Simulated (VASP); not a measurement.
# Si2W (I4/mmm) in VASP: a series of runs

Runs on Si2W. Level: LDA. Tasks: single point.

All numbers are computed with VASP 6.6.1; they aren't measurements. Logs are shortened: lines on timing, memory, paths and dates and some standing lists are left out, and cuts for length are marked.

**1. The cell of the first run**

The structure is tetragonal, space group I4/mmm (No. 139). Conventional cell: a = 3.116 Å, b = 3.116 Å, c = 7.880 Å, α = 90.00°, β = 90.00°, γ = 90.00°. Si (site symmetry 4mm) has 9 Si at 2.56 to 3.12 Å and 5 W at 2.57 to 2.62 Å within 3.4 Å. W (site symmetry 4/mmm) has 10 Si at 2.57 to 2.62 Å and 4 W at 3.12 Å within 3.4 Å.

**2. Single point, LDA (equal xx and yy strain of -3 %)**

File INCAR:

```
SYSTEM = Si2W
PREC = Accurate
ENCUT = 520
EDIFF = 1E-7
ISMEAR = -1
SIGMA = 0.05
LREAL = .FALSE.
LASPH = .TRUE.
NELM = 100
ALGO = Normal
ISIF = 2
LWAVE = .FALSE.
LCHARG = .FALSE.
ISYM = 0
NBANDS = 18
```

File KPOINTS:

```
regular mesh
0
G
  11 11 14
  0 0 0
```

File POSCAR:

```
Si2W
1.0
   -1.5578200000      1.5578200000      3.9400000000
    1.5578200000     -1.5578200000      3.9400000000
    1.5578200000      1.5578200000     -3.9400000000
Si W
2 1
Direct
    0.3330000000      0.3330000000      0.0000000000
    0.6670000000      0.6670000000      0.0000000000
    0.0000000000      0.0000000000      0.0000000000
```

Potentials or basis: VASP PAW LDA potentials, release 64 (Si, W_sv).

Run with:

```console
cat potpaw_LDA.64/Si/POTCAR potpaw_LDA.64/W_sv/POTCAR > POTCAR
mpirun -np 1 vasp_std > vasp.out
```

OUTCAR:

```text
SYSTEM = Si2W
   PREC = Accurate
   ENCUT = 520
   EDIFF = 1E-7
   ISMEAR = -1
   LREAL = .FALSE.
   LASPH = .TRUE.
   NELM = 100
   ISIF = 2
   ISYM = 0

 ion  position               nearest neighbor table
   1  0.333  0.333  0.000-   2 2.56   2 2.56   2 2.56   2 2.56   3 2.57   3 2.57   3 2.57   3 2.57
                             3 2.62   2 2.63
   2  0.667  0.667  0.000-   1 2.56   1 2.56   1 2.56   1 2.56   3 2.57   3 2.57   3 2.57   3 2.57
                             3 2.62   1 2.63
   3  0.000  0.000  0.000-   2 2.57   2 2.57   2 2.57   1 2.57   2 2.57   1 2.57   1 2.57   1 2.57
                             1 2.62   2 2.62

IMPORTANT INFORMATION: All symmetrisations will be switched off!
NOSYMM: (Re-)initialisation of all symmetry stuff for point group C_1.

----------------------------------------------------------------------------------------

                                     Primitive cell

  volume of cell :      38.2464

  direct lattice vectors                    reciprocal lattice vectors
    -1.557820000  1.557820000  3.940000000     0.000000000  0.320961343  0.126903553
     1.557820000 -1.557820000  3.940000000     0.320961343  0.000000000  0.126903553
     1.557820000  1.557820000 -3.940000000     0.320961343  0.320961343  0.000000000

  length of vectors
     4.514111907  4.514111907  4.514111907     0.345138662  0.345138662  0.453907885

  position of ions in fractional coordinates (direct lattice)
     0.333000000  0.333000000  0.000000000
     0.667000000  0.667000000  0.000000000
     0.000000000  0.000000000  0.000000000

  ion indices of the primitive-cell ions
   primitive index   ion index
                 1           1
                 2           2
                 3           3

----------------------------------------------------------------------------------------

 KPOINTS: regular mesh

Automatic generation of k-mesh.
 Grid dimensions read from file:
 generate k-points for:   11   11   14

 Generating k-lattice:

  Cartesian coordinates                     Fractional coordinates (reciprocal lattice)
     0.000000000  0.029178304  0.011536687     0.090909091  0.000000000 -0.000000000
     0.029178304  0.000000000  0.011536687     0.000000000  0.090909091 -0.000000000
     0.022925810  0.022925810  0.000000000     0.000000000  0.000000000  0.071428571

  Length of vectors
     0.031376242  0.031376242  0.032421992

  Shift w.r.t. Gamma in fractional coordinates (k-lattice)
     0.000000000  0.000000000  0.000000000

 -----------------------------------------------------------------------------
|                                                                             |
|           W    W    AA    RRRRR   N    N  II  N    N   GGGG   !!!           |
|           W    W   A  A   R    R  NN   N  II  NN   N  G    G  !!!           |
|           W    W  A    A  R    R  N N  N  II  N N  N  G       !!!           |
|           W WW W  AAAAAA  RRRRR   N  N N  II  N  N N  G  GGG   !            |
|           WW  WW  A    A  R   R   N   NN  II  N   NN  G    G                |
|           W    W  A    A  R    R  N    N  II  N    N   GGGG   !!!           |
|                                                                             |
|     Your reciprocal lattice and k-lattice belong to different lattice       |
|     classes:                                                                |
|                                                                             |
|        The reciprocal lattice is body-centered tetragonal,                  |
|        whereas your k-lattice is base-centered monoclinic.                  |
|                                                                             |
|     Results are often still useful ...                                      |
|                                                                             |
 -----------------------------------------------------------------------------

 WARNING: IBZKPT: internal override: KBLOWUP is changed to .FALSE.
      ... skipping the blow-up phase ...

 Subroutine IBZKPT returns following result:
 ===========================================

 Found    848 irreducible k-points:

 Following reciprocal coordinates:
            Coordinates               Weight
  0.000000  0.000000  0.000000      1.000000
  0.090909 -0.000000  0.000000      2.000000
  0.181818 -0.000000  0.000000      2.000000
  0.272727  0.000000  0.000000      2.000000
  0.363636 -0.000000  0.000000      2.000000
  0.454545 -0.000000  0.000000      2.000000
[... 16 lines left out ...]
  0.454545  0.181818  0.000000      2.000000
 -0.454545  0.181818 -0.000000      2.000000
 [... further k-points ...]
   k-points           NKPTS =    848   k-points in BZ     NKDIM =    848   number of bands    NBANDS=     18
   number of dos      NEDOS =    301   number of ions     NIONS =      3
   total plane-waves  NPLWV =  46656
   dimension x,y,z NGX =    36 NGY =   36 NGZ =   36
   dimension x,y,z NGXF=    72 NGYF=   72 NGZF=   72
   ions per type =               2   1
   NGX,Y,Z   is equivalent  to a cutoff of  13.26, 13.26, 13.26 a.u.
   NGXF,Y,Z  is equivalent  to a cutoff of  26.52, 26.52, 26.52 a.u.
 SYSTEM =  Si2W
   PREC   = accura    normal or accurate (medium, high low for compatibility)
   ISTART =      0    job   : 0-new  1-cont  2-samecut
   ICHARG =      2    charge: 1-file 2-atom 10-const
   ISPIN  =      1    spin polarized calculation?
   LNONCOLLINEAR =      F non collinear calculations
   LSORBIT =      F    spin-orbit coupling
   LASPH  =      T    aspherical Exc in radial PAW
   ENCUT  =  520.0 eV  38.22 Ry    6.18 a.u.   8.39  8.39  8.39*2*pi/ulx,y,z
   NELM   =    100;   NELMIN=  2; NELMDL= -5     # of ELM steps
   EDIFF  = 0.1E-06   stopping-criterion for ELM
   LREAL  =      F    real-space projection
   EDIFFG = 0.1E-05   stopping-criterion for IOM
   NSW    =      0    number of steps for IOM
   IBRION =     -1    ionic relax: 0-MD 1-quasi-New 2-CG
   NFREE  =      0    steps in history (QN), initial steepest desc. (CG)
   ISIF   =      2    stress and relaxation
   ISYM   =      0    0-nonsym 1-usesym 2-fastsym
   POTIM  = 0.5000    time-step for ionic-motion
   TEBEG  =    0.0;   TEEND  =   0.0 temperature during run
   PSTRESS=    0.0 pullay stress
   NELECT =      22.0000    total number of electrons
   NUPDOWN=      -1.0000    fix difference up-down
   EMIN   =  10.00;   EMAX   =-10.00  energy-range for DOS
   EFERMI =   0.00;   METHOD = LEGACY
   ISMEAR =    -1;   SIGMA  =   0.05  broadening in eV -4-tet -1-fermi 0-gaus
   EFERMI_NEDOS =   21; number of points for ismear=-14 and -15
   IALGO  =     38    algorithm
   IMIX   =      4    mixing-type and parameters
     AMIX     =   0.40;   BMIX     =  1.00
     AMIX_MAG =   1.60;   BMIX_MAG =  1.00
  volume/ion in A,a.u.               =      12.75        86.03
  Fermi-wavevector in a.u.,A,eV,Ry     =   1.361504  2.572869 25.221013  1.853692
  Thomas-Fermi vector in A             =   2.488074
   LORBIT       =      0    0 simple, 1 ext, 2 COOP (PROOUT), +10 PAW based schemes
   GGA     = CA    functional components
   LHFCALC =     F    Hartree Fock is set to
   AEXX    =    0.0000 exact exchange contribution
   IVDW    =     0    specifies the selected vdW correction
   LEPSILON=     F    determine dielectric tensor
   LRPA    =     F    only Hartree local field effects (RPA)
 non-spin polarized calculation
  energy-cutoff  :      520.00
  volume of cell :       38.25
 maximum number of plane-waves:      1051
 NGX is ok and might be reduce to    36
   NGX = 17   NGY = 17   NGZ = 17

 number of electron      22.0000000 magnetization

 Free energy of the ion-electron system (eV)
  ---------------------------------------------------
  ext. energy  EPLUGINS =         0.00000000
  ---------------------------------------------------
  free energy    TOTEN  =       -27.28038044 eV

  energy without entropy =      -27.27816693  energy(sigma->0) =      -27.27927368

 E-fermi :  12.7940     XC(G=0): -12.9172

 val. band max:       12.7820413840   @ k =  -0.3636  -0.3636   0.4286
 cond. band min:      12.8081943069   @ k =  -0.2727   0.2727   0.5000
 fundamental gap:      0.0261529228
 Fermi energy:        12.7940155103

 k-point     1 :       0.0000    0.0000    0.0000
  band No.  band energies     occupation
      1     -60.5567      2.00000
      2     -25.1749      2.00000
      3     -25.0452      2.00000
      4     -25.0444      2.00000
      5      -1.7738      2.00000
      6       5.4856      2.00000
[... 10 lines left out ...]
     17      18.5192      0.00000
     18      18.5195      0.00000

 k-point     2 :       0.0909   -0.0000    0.0000
  band No.  band energies     occupation
      1     -60.5557      2.00000
      2     -25.1727      2.00000
      3     -25.0700      2.00000
      4     -25.0425      2.00000
      5      -1.6062      2.00000
      6       5.5192      2.00000
[... 10 lines left out ...]
     17      18.6132      0.00000
     18      19.1694      0.00000

 k-point     3 :       0.1818   -0.0000    0.0000
  band No.  band energies     occupation
      1     -60.5530      2.00000
      2     -25.1670      2.00000
      3     -25.1370      2.00000
      4     -25.0363      2.00000
      5      -1.1148      2.00000
      6       5.5373      2.00000
[... 10 lines left out ...]
     17      19.4111      0.00000
     18      20.5456      0.00000

 k-point     4 :       0.2727    0.0000    0.0000
  band No.  band energies     occupation
      1     -60.5496      2.00000
      2     -25.2238      2.00000
      3     -25.1593      2.00000
      4     -25.0282      2.00000
      5      -0.3325      2.00000
      6       5.2182      2.00000
[... 375 lines left out ...]
      4     -25.1089      2.00000
      5       1.4579      2.00000
      6       4.2744      2.00000
[... 10 lines left out ...]
     17      20.1454      0.00000
     18      21.7740      0.00000

 k-point    23 :       0.4545    0.1818    0.0000
  band No.  band energies     occupation
      1     -60.5410      2.00000
      2     -25.3353      2.00000
      3     -25.1391      2.00000
      4     -25.1037      2.00000
      5       2.5647      2.00000
      6       3.2383      2.00000
[... 10 lines left out ...]
     17      20.2917      0.00000
     18      22.1124      0.00000

 k-point    24 :      -0.4545    0.1818   -0.0000
  band No.  band energies     occupation
      1     -60.5410      2.00000
      2     -25.3352      2.00000
      3     -25.1379      2.00000
      4     -25.1036      2.00000
      5       2.0382      2.00000
      6       3.7334      2.00000
[... 10 lines left out ...]
     17      20.2258      0.00000
     18      21.6007      0.00000

 [... further k-points ...]

------------------------ aborting loop because EDIFF is reached ----------------------------------------

  FORCE on cell =-STRESS in cart. coord.  units (eV):
  Direction    XX          YY          ZZ          XY          YZ          ZX
  --------------------------------------------------------------------------------------
  -------------------------------------------------------------------------------------
  Total        3.0856866      3.0856868     -0.4945987     -0.0045910     -0.0025474     -0.0025473
  in kB      129.2622273    129.2622337    -20.7191916     -0.1923232     -0.1067147     -0.1067072
  external PRESSURE =      79.2684231 kB  Pullay stress =       0.0000000 kB

 VOLUME and BASIS-vectors are now :
 -----------------------------------------------------------------------------
  energy-cutoff  :      520.00
  volume of cell :       38.25
      direct lattice vectors                 reciprocal lattice vectors
    -1.557820000  1.557820000  3.940000000     0.000000000  0.320961343  0.126903553
     1.557820000 -1.557820000  3.940000000     0.320961343  0.000000000  0.126903553
     1.557820000  1.557820000 -3.940000000     0.320961343  0.320961343  0.000000000

 POSITION                                       TOTAL-FORCE (eV/Angst)
 -----------------------------------------------------------------------------------
      0.00000      0.00000      2.62404         0.000082      0.000082      0.168538
      0.00000      0.00000      5.25596        -0.000082     -0.000082     -0.168538
      0.00000      0.00000      0.00000         0.000000      0.000000      0.000000
 -----------------------------------------------------------------------------------
    total drift:                                0.000000      0.000000      0.000000

  FREE ENERGIE OF THE ION-ELECTRON SYSTEM (eV)
  ---------------------------------------------------
  free  energy   TOTEN  =       -27.2803804379 eV

  energy  without entropy=      -27.2781669307  energy(sigma->0) =      -27.27927368
```

It took 12 min on 1 thread of Intel Xeon Platinum 8259CL at 2.50GHz (Skylake/Cascade Lake), shared host; peak memory 0.62 GiB.

Results:

| Property | Result |
| --- | --- |
| Free energy | -27.2804 eV |
| Pressure | 7.9 GPa |
| Largest force | 0.169 eV/Å |
| Band gap on the k mesh | zero (bands 11 and 12 overlap by 1.52 eV) |

Forces in eV/Å, atoms in the order of the input:
```
Si   0.000  0.000  0.169
Si   0.000  0.000 -0.169
W    0.000  0.000  0.000
```

Stress tensor (GPa, compression positive):
```
12.93 -0.02 -0.01
-0.02 12.93 -0.01
-0.01 -0.01 -2.07
```

Levels at points of the mesh, in eV from the Fermi level:
| k point | band 7 | band 8 | band 9 | band 10 | band 11 | band 12 | band 13 | band 14 | band 15 | band 16 |
| --- | --- | --- | --- | --- | --- | --- | --- | --- | --- | --- |
| (0.00, 0.00, 0.00) | -4.18 | -3.71 | -2.90 | -2.90 | 0.86 | 2.71 | 3.20 | 3.58 | 3.58 | 4.56 |
| (0.00, 0.00, 0.50) | -6.23 | -5.55 | -5.25 | -3.77 | -1.60 | 2.54 | 3.34 | 3.37 | 3.52 | 4.35 |

Caveat: the cell differs from its parent crystal (equal xx and yy strain of -3 %); the stress differs along the axes, from -2 to 13 GPa; spin-orbit coupling is left out, which moves the levels of the heavy elements.

[end of part 1 of 2]

The gap in the log of VASP goes by the Fermi energy; the results here count the filled bands.